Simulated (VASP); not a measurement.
## TaN: single point with PBE

The system is TaN.

```
Ta N
1.0
     3.71124    0.00000    0.00000
     0.00000    3.71124    0.00000
     0.00000    0.00000    4.62051
Ta N
2 2
Direct
  0.00000 0.50000 0.00000
  0.50000 0.00000 0.50000
  0.00000 0.00000 0.25000
  0.00000 0.00000 0.75000
```

```yaml
Program: VASP 6.6.1
Task: single point
Functional: PBE
Potentials_or_basis: VASP PAW PBE potentials, release 64 (Ta_pv, N)
Cutoff: 520 eV
k_mesh: 7 × 7 × 6
Occupations: fermi-dirac, width 0.05 eV
Spin: no spin polarisation
Dipole_correction: no
Further_INCAR_settings: ALGO = Normal; EDIFF = 1e-07; NBANDS = 24
```

| Item | Value |
| --- | --- |
| Pressure | -24.8 GPa |
| Band gap on the k mesh | zero (band 16 reaches 4.99 eV, above the bottom of band 17 at 4.38 eV) |

Stress tensor (GPa, compression positive):
```
-35.26   0.00   0.00
  0.00 -35.26   0.00
  0.00   0.00  -3.77
```

Levels at points of the mesh, in eV from the Fermi level:
```
           k point  band 14  band 15  band 16  band 17  band 18  band 19
(0.00, 0.00, 0.00)    -3.47    -1.59     0.28     1.21     1.24     1.63
(0.00, 0.00, 0.50)    -3.24    -2.72    -2.72     1.12     1.12     1.47
```

It took 88 s on 1 thread of AMD EPYC 7R43 64-Core Processor (Zen 3), on a shared host, peak memory 0.16 GiB.

Caveat: spin-orbit coupling is left out, which moves the levels of the heavy elements.
